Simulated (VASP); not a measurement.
# Lu3Si (Pm-3m) in VASP: single point with HSE06

Aim: the single point of Lu3Si with HSE06.

All numbers are computed with VASP 6.6.1; they aren't measurements. Logs are shortened: lines on timing, memory, paths and dates and some standing lists are left out, and cuts for length are marked.

## (1) The cell of the first run

The structure is cubic, space group Pm-3m (No. 221). Conventional cell: a = 4.541 Å, b = 4.541 Å, c = 4.541 Å, α = 90.00°, β = 90.00°, γ = 90.00°. Lu (site symmetry 4/mmm) has 8 Lu at 3.21 Å and 4 Si at 3.21 Å within 4.2 Å. Si (site symmetry m-3m) has 12 Lu at 3.21 Å within 4.2 Å.

## (2) Single point, HSE06

POSCAR reads:

```
Lu3Si
1.0
    4.5414190000      0.0000000000      0.0000000000
    0.0000000000      4.5414190000      0.0000000000
    0.0000000000      0.0000000000      4.5414190000
Lu Si
3 1
Direct
    0.5000000000      0.5000000000      0.0000000000
    0.5000000000      0.0000000000      0.5000000000
    0.0000000000      0.5000000000      0.5000000000
    0.0000000000      0.0000000000      0.0000000000
```

INCAR.step1 reads:

```
PREC = Accurate ; ENCUT = 520
EDIFF = 1E-5 ; ISMEAR = 1
SIGMA = 0.05 ; LREAL = F
LASPH = T ; NELM = 120
ALGO = Normal ; ISIF = 2
LWAVE = T ; GGA = PE
NBANDS = 48 ; GGA_COMPAT = F
```

INCAR.step2 reads:

```
PREC = Accurate ; ENCUT = 520
EDIFF = 1E-6 ; ISMEAR = 1
SIGMA = 0.05 ; LREAL = F
LASPH = T ; NELM = 120
ALGO = Normal ; ISIF = 2
LWAVE = F ; LCHARG = T
GGA = PE ; LHFCALC = T
HFSCREEN = 0.2079 ; PRECFOCK = Normal
LELF = T ; LVHAR = T
ISTART = 1 ; NBANDS = 48
GGA_COMPAT = F
```

KPOINTS reads:

```
Automatic mesh
0
Gamma
  3 3 3
```

Potentials or basis: VASP PAW PBE potentials, release 64 (Lu, Si).

Run with:

```
$ cat potpaw_PBE.64/Lu/POTCAR potpaw_PBE.64/Si/POTCAR > POTCAR
$ cp INCAR.step1 INCAR
$ mpirun -np 1 vasp_std > vasp.out
$ cp INCAR.step2 INCAR
$ mpirun -np 1 vasp_std > vasp.out
```

OUTCAR:

```text
PREC = Accurate
   ENCUT = 520
   EDIFF = 1E-6
   ISMEAR = 1
   LREAL = F
   LASPH = T
   NELM = 120
   ISIF = 2
   GGA = PE
   LHFCALC = T
   HFSCREEN = 0.2079
   PRECFOCK = Normal
   ISTART = 1

 ion  position               nearest neighbor table
   1  0.500  0.500  0.000-   2 3.21   3 3.21   4 3.21   2 3.21   3 3.21   2 3.21   4 3.21   2 3.21
                             3 3.21   4 3.21   3 3.21   4 3.21
   2  0.500  0.000  0.500-   1 3.21   3 3.21   4 3.21   1 3.21   4 3.21   1 3.21   3 3.21   1 3.21
                             3 3.21   4 3.21   4 3.21   3 3.21
   3  0.000  0.500  0.500-   1 3.21   2 3.21   4 3.21   1 3.21   4 3.21   2 3.21   4 3.21   4 3.21
                             1 3.21   2 3.21   1 3.21   2 3.21
   4  0.000  0.000  0.000-   1 3.21   2 3.21   3 3.21   2 3.21   3 3.21   1 3.21   3 3.21   3 3.21
                             1 3.21   2 3.21   2 3.21   1 3.21

  LATTYP: Found a simple cubic cell.
 ALAT       =     4.5414190000

  Lattice vectors:

 A1 = (   4.5414190000,   0.0000000000,   0.0000000000)
 A2 = (   0.0000000000,   4.5414190000,   0.0000000000)
 A3 = (   0.0000000000,   0.0000000000,   4.5414190000)

Analysis of symmetry for initial positions (statically):
=====================================================================
 Subroutine PRICEL returns:
 Original cell was already a primitive cell.

 Routine SETGRP: Setting up the symmetry group for a
 simple cubic supercell.

 Subroutine GETGRP returns: Found 48 space group operations
 (whereof 48 operations were pure point group operations)
 out of a pool of 48 trial point group operations.

The static configuration has the point symmetry O_h .

Analysis of symmetry for dynamics (positions and initial velocities):
=====================================================================
 Subroutine PRICEL returns:
 Original cell was already a primitive cell.

 Routine SETGRP: Setting up the symmetry group for a
 simple cubic supercell.

 Subroutine GETGRP returns: Found 48 space group operations
 (whereof 48 operations were pure point group operations)
 out of a pool of 48 trial point group operations.

The dynamic configuration has the point symmetry O_h .

 Subroutine INISYM returns: Found 48 space group operations
 (whereof 48 operations are pure point group operations),
 and found     1 'primitive' translations

----------------------------------------------------------------------------------------

                                     Primitive cell

  volume of cell :      93.6644

  direct lattice vectors                    reciprocal lattice vectors
     4.541419000  0.000000000  0.000000000     0.220195494  0.000000000  0.000000000
     0.000000000  4.541419000  0.000000000     0.000000000  0.220195494  0.000000000
     0.000000000  0.000000000  4.541419000     0.000000000  0.000000000  0.220195494

  length of vectors
     4.541419000  4.541419000  4.541419000     0.220195494  0.220195494  0.220195494

  position of ions in fractional coordinates (direct lattice)
     0.500000000  0.500000000  0.000000000
     0.500000000  0.000000000  0.500000000
     0.000000000  0.500000000  0.500000000
     0.000000000  0.000000000  0.000000000

  ion indices of the primitive-cell ions
   primitive index   ion index
                 1           1
                 2           2
                 3           3
                 4           4

----------------------------------------------------------------------------------------

 KPOINTS: Automatic mesh

Automatic generation of k-mesh.
 Grid dimensions read from file:
 generate k-points for:    3    3    3

 Generating k-lattice:

  Cartesian coordinates                     Fractional coordinates (reciprocal lattice)
     0.073398498  0.000000000  0.000000000     0.333333333  0.000000000  0.000000000
     0.000000000  0.073398498  0.000000000     0.000000000  0.333333333  0.000000000
     0.000000000  0.000000000  0.073398498     0.000000000  0.000000000  0.333333333

  Length of vectors
     0.073398498  0.073398498  0.073398498

  Shift w.r.t. Gamma in fractional coordinates (k-lattice)
     0.000000000  0.000000000  0.000000000

 Subroutine IBZKPT returns following result:
 ===========================================

 Found      4 irreducible k-points:

 Following reciprocal coordinates:
            Coordinates               Weight
  0.000000  0.000000  0.000000      1.000000
  0.333333  0.000000  0.000000      6.000000
  0.333333  0.333333  0.000000     12.000000
  0.333333  0.333333  0.333333      8.000000
   k-points           NKPTS =      4   k-points in BZ     NKDIM =     27   number of bands    NBANDS=     48
   number of dos      NEDOS =    301   number of ions     NIONS =      4
   total plane-waves  NPLWV =  46656
   dimension x,y,z NGX =    36 NGY =   36 NGZ =   36
   dimension x,y,z NGXF=    72 NGYF=   72 NGZF=   72
   ions per type =               3   1
   NGX,Y,Z   is equivalent  to a cutoff of  13.18, 13.18, 13.18 a.u.
   NGXF,Y,Z  is equivalent  to a cutoff of  26.36, 26.36, 26.36 a.u.
 SYSTEM =  unknown system
   PREC   = accura    normal or accurate (medium, high low for compatibility)
   ISTART =      1    job   : 0-new  1-cont  2-samecut
   ICHARG =      0    charge: 1-file 2-atom 10-const
   ISPIN  =      1    spin polarized calculation?
   LNONCOLLINEAR =      F non collinear calculations
   LSORBIT =      F    spin-orbit coupling
   LASPH  =      T    aspherical Exc in radial PAW
   ENCUT  =  520.0 eV  38.22 Ry    6.18 a.u.   8.44  8.44  8.44*2*pi/ulx,y,z
   NELM   =    120;   NELMIN=  2; NELMDL=  0     # of ELM steps
   EDIFF  = 0.1E-05   stopping-criterion for ELM
   LREAL  =      F    real-space projection
   EDIFFG = 0.1E-04   stopping-criterion for IOM
   NSW    =      0    number of steps for IOM
   IBRION =     -1    ionic relax: 0-MD 1-quasi-New 2-CG
   NFREE  =      0    steps in history (QN), initial steepest desc. (CG)
   ISIF   =      2    stress and relaxation
   ISYM   =      3    0-nonsym 1-usesym 2-fastsym
   POTIM  = 0.5000    time-step for ionic-motion
   TEBEG  =    0.0;   TEEND  =   0.0 temperature during run
   PSTRESS=    0.0 pullay stress
   NELECT =      79.0000    total number of electrons
   NUPDOWN=      -1.0000    fix difference up-down
   EMIN   =  10.00;   EMAX   =-10.00  energy-range for DOS
   EFERMI =   0.00;   METHOD = LEGACY
   ISMEAR =     1;   SIGMA  =   0.05  broadening in eV -4-tet -1-fermi 0-gaus
   EFERMI_NEDOS =   21; number of points for ismear=-14 and -15
   IALGO  =     38    algorithm
   IMIX   =      1    mixing-type and parameters
     AMIX     =   0.40;   BMIX     =  1.00
     AMIX_MAG =   1.60;   BMIX_MAG =  1.00
  volume/ion in A,a.u.               =      23.42       158.02
  Fermi-wavevector in a.u.,A,eV,Ry     =   1.546770  2.922971 32.551886  2.392496
  Thomas-Fermi vector in A             =   2.651958
   LORBIT       =      0    0 simple, 1 ext, 2 COOP (PROOUT), +10 PAW based schemes
   GGA     = PE    functional components
   LHFCALC =     T    Hartree Fock is set to
   PRECFOCK=normal    Normal, Fast or Accurate (Low or Medium for compatibility)
   ENCUT4O =  -1.0   cutoff for four orbital integrals eV
   NKREDX  =     1    reduce k-point grid by
   NKREDY  =     1    reduce k-point grid by
   NKREDZ  =     1    reduce k-point grid by
   AEXX    =    0.2500 exact exchange contribution
   HFSCREEN=    0.2079 screening length (either q_TF or 0.3 A-1)
   HFSCREENC=   0.2079 screening length for correlation (either q_TF or 0.3 A-1)
   ENCUTFOCK=  -1.0 apply spherical cutoff to Coloumb kernel
   IVDW    =     0    specifies the selected vdW correction
   LEPSILON=     F    determine dielectric tensor
   LRPA    =     F    only Hartree local field effects (RPA)
 non-spin polarized calculation
 Methfessel and Paxton  Order N= 1 SIGMA  =   0.05
  energy-cutoff  :      520.00
  volume of cell :       93.66
 maximum number of plane-waves:      2546
 NGX is ok and might be reduce to    36
  NGX = 28; NGY = 28; NGZ = 28

 number of electron      79.0000036 magnetization

 Free energy of the ion-electron system (eV)
  ---------------------------------------------------
  ext. energy  EPLUGINS =         0.00000000
  ---------------------------------------------------
  free energy    TOTEN  =       -22.17612485 eV

  energy without entropy =      -22.17383255  energy(sigma->0) =      -22.17536075

 E-fermi :   3.8436     XC(G=0):  -9.1559

 val. band max:        3.5538153710   @ k =   0.3333   0.3333   0.0000
 cond. band min:       3.8591457621   @ k =   0.3333   0.0000   0.0000
 fundamental gap:      0.3053303911
 Fermi energy:         3.8435686131

 k-point     1 :       0.0000    0.0000    0.0000
  band No.  band energies     occupation
      1     -55.7086      2.00000
      2     -55.6182      2.00000
      3     -55.6182      2.00000
      4     -25.4102      2.00000
      5     -25.4102      2.00000
      6     -25.4102      2.00000
[... 40 lines left out ...]
     47       8.0319      0.00000
     48      10.6398      0.00000

 k-point     2 :       0.3333    0.0000    0.0000
  band No.  band energies     occupation
      1     -55.6893      2.00000
      2     -55.6372      2.00000
      3     -55.6180      2.00000
      4     -25.3176      2.00000
      5     -25.3176      2.00000
      6     -25.2573      2.00000
[... 40 lines left out ...]
     47       8.1881      0.00000
     48       8.3360      0.00000

 k-point     3 :       0.3333    0.3333    0.0000
  band No.  band energies     occupation
      1     -55.6733      2.00000
      2     -55.6404      2.00000
      3     -55.6300      2.00000
      4     -25.3981      2.00000
      5     -25.2111      2.00000
      6     -25.2102      2.00000
[... 40 lines left out ...]
     47       8.0136      0.00000
     48       8.7468      0.00000

 k-point     4 :       0.3333    0.3333    0.3333
  band No.  band energies     occupation
      1     -55.6628      2.00000
      2     -55.6401      2.00000
      3     -55.6401      2.00000
      4     -25.5822      2.00000
      5     -25.2359      2.00000
      6     -25.2359      2.00000
[... 40 lines left out ...]
     47       7.9830      0.00000
     48       8.6790      0.00000

------------------------ aborting loop because EDIFF is reached ----------------------------------------

  FORCE on cell =-STRESS in cart. coord.  units (eV):
  Direction    XX          YY          ZZ          XY          YZ          ZX
  --------------------------------------------------------------------------------------
  -------------------------------------------------------------------------------------
  Total        0.2566574      0.2566574      0.2566574      0.0000000      0.0000000      0.0000000
  in kB        4.3902535      4.3902535      4.3902535      0.0000000      0.0000000      0.0000000
  external PRESSURE =       4.3902535 kB  Pullay stress =       0.0000000 kB

 VOLUME and BASIS-vectors are now :
 -----------------------------------------------------------------------------
  energy-cutoff  :      520.00
  volume of cell :       93.66
      direct lattice vectors                 reciprocal lattice vectors
     4.541419000  0.000000000  0.000000000     0.220195494  0.000000000  0.000000000
     0.000000000  4.541419000  0.000000000     0.000000000  0.220195494  0.000000000
     0.000000000  0.000000000  4.541419000     0.000000000  0.000000000  0.220195494

 POSITION                                       TOTAL-FORCE (eV/Angst)
 -----------------------------------------------------------------------------------
      2.27071      2.27071      0.00000         0.000000      0.000000      0.000000
      2.27071      0.00000      2.27071         0.000000      0.000000      0.000000
      0.00000      2.27071      2.27071         0.000000      0.000000      0.000000
      0.00000      0.00000      0.00000         0.000000      0.000000      0.000000
 -----------------------------------------------------------------------------------
    total drift:                               -0.000003      0.000002     -0.000002

  FREE ENERGIE OF THE ION-ELECTRON SYSTEM (eV)
  ---------------------------------------------------
  free  energy   TOTEN  =       -22.1761248471 eV

  energy  without entropy=      -22.1738325454  energy(sigma->0) =      -22.17536075
```

Run time: 43 min. Hardware: 1 thread of Intel Xeon Platinum 8488C (Sapphire Rapids), shared host; peak memory 0.36 GiB.

Results:

```yaml
Free_energy: -22.1761 eV
Pressure: 0.4 GPa
Band_gap_on_the_k_mesh: zero (an odd number of electrons rules out a gap without spin polarisation)
```

Levels at points of the mesh, in eV from the Fermi level:
| k point | band 35 | band 36 | band 37 | band 38 | band 39 | band 40 | band 41 | band 42 | band 43 | band 44 |
| --- | --- | --- | --- | --- | --- | --- | --- | --- | --- | --- |
| (0.00, 0.00, 0.00) | -4.65 | -1.72 | -1.72 | -0.80 | -0.80 | -0.80 | -0.59 | -0.59 | -0.59 | 2.91 |

Caveat: the k points lie up to 0.46 Å⁻¹ apart, too coarse for converged energies and pressures of a metal; the PAW data sets were made with another functional, which shifts forces and pressure a little; spin-orbit coupling is left out, which moves the levels of the heavy elements.

The gap in the log of VASP goes by the Fermi energy; the results here count the filled bands.